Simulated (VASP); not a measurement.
Set up this calculation in VASP 6.6.1, as the native input.

* Task: electric field gradients
* Functional: PBE
* Potentials or basis: VASP PAW PBE potentials, release 64 (Mn_pv, Si)
* Cutoff: 520 eV
* k mesh: 15 × 15 × 15
* Occupations: fermi-dirac, width 0.05 eV
* Spin: collinear spin, ferromagnetic start
* Starting moments: [4.0, 0.0] μB
* Dipole correction: no
* Further INCAR settings: ALGO = Normal; EDIFF = 1e-08; NBANDS = 20

The structure of MnSi (rocksalt type) lies in POSCAR:

```
MnSi
1.0
    0.0000000000      2.4346995812      2.3982705414
    2.4346995812      0.0000000000      2.3982705414
    2.4346995812      2.4346995812      0.0000000000
Mn Si
1 1
Direct
    0.0000000000      0.0000000000      0.0000000000
    0.5000000000      0.5000000000      0.5000000000
```

This cell differs from its parent crystal: z stretched by -1 % at fixed volume.

These files were run (other wordings do the same):

INCAR

```
SYSTEM = MnSi
PREC = Accurate
ENCUT = 520
EDIFF = 1E-8
ISMEAR = -1
SIGMA = 0.05
LREAL = .False.
LASPH = .True.
NELM = 150
ALGO = Normal
ISIF = 2
LWAVE = .False.
LCHARG = .False.
ISPIN = 2
MAGMOM = 4 0
LORBIT = 11
LMAXMIX = 4
GGA = PE
LEFG = .True.
NBANDS = 20
```

KPOINTS

```
regular mesh
0
Gamma
  15 15 15
  0 0 0
```

Potentials or basis: VASP PAW PBE potentials, release 64 (Mn_pv, Si).

Launch:

```sh
$ cat potpaw_PBE.64/Mn_pv/POTCAR potpaw_PBE.64/Si/POTCAR > POTCAR
$ mpirun -np 1 vasp_std > vasp.out
```

It gave:

The pressure is 0.1 GPa, the net moment is 2.47 μB per cell and the site moments are Mn +2.58; Si -0.11 μB. The largest electric field gradient by atom is Mn -7.3; Si -5.7 V/Å² and the valence electrons inside the program's atomic spheres are Mn 11.79; Si 1.69.

Caveat: without QUAD_EFG the Cq values of the log hold for a quadrupole moment of 1 mb, not for the nuclei.

Run time: 5.7 min on 1 thread of Intel(R) Xeon(R) Platinum 8259CL CPU @ 2.50GHz (Skylake/Cascade Lake), on a shared host, peak memory 0.35 GiB.
